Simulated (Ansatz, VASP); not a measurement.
## AlN in VASP and in Ansatz

```xyz
4
Lattice="3.2573 0.0000 0.0000 -1.6287 2.8209 0.0000 0.0000 0.0000 4.1508" Properties=species:S:1:pos:R:3 pbc="T T T"
Al    0.0000    1.8806    3.1131
Al    1.6287    0.9403    1.0377
N     0.0000    1.8806    1.0377
N     1.6287    0.9403    3.1131
```

Alike in both runs: task single point; functional PBEsol; k mesh 9 × 9 × 6; occupations gaussian, width 0.05 eV; no spin polarisation.

|  | VASP | Ansatz |
| --- | --- | --- |
| version | VASP 6.6.1 | Ansatz 0.2.0 |
| potentials or method | VASP PAW PBE potentials, release 64 (Al, N), cutoff 520 eV | scalar-relativistic, plane waves, PAW |
| valence electrons in the cell | 16 | 16 |

|  | VASP | Ansatz | Ansatz less VASP |
| --- | --- | --- | --- |
| gap on the k mesh at the Fermi level (eV) | 3.48 | 3.47 | -0.015 |
| least direct gap on the mesh (eV) | 3.48 | 3.47 | -0.015 |
| pressure (GPa) | 6.0 | 6.0 | -0.04 |
| traceless stress, the component that is largest in VASP (GPa) | -3.15 | -3.11 | +0.038 |

VASP's potentials were made for PBE, not for PBEsol, and Ansatz warns of the same on its side. The functional is the same, so the differences come from potentials, cutoffs and numerics.
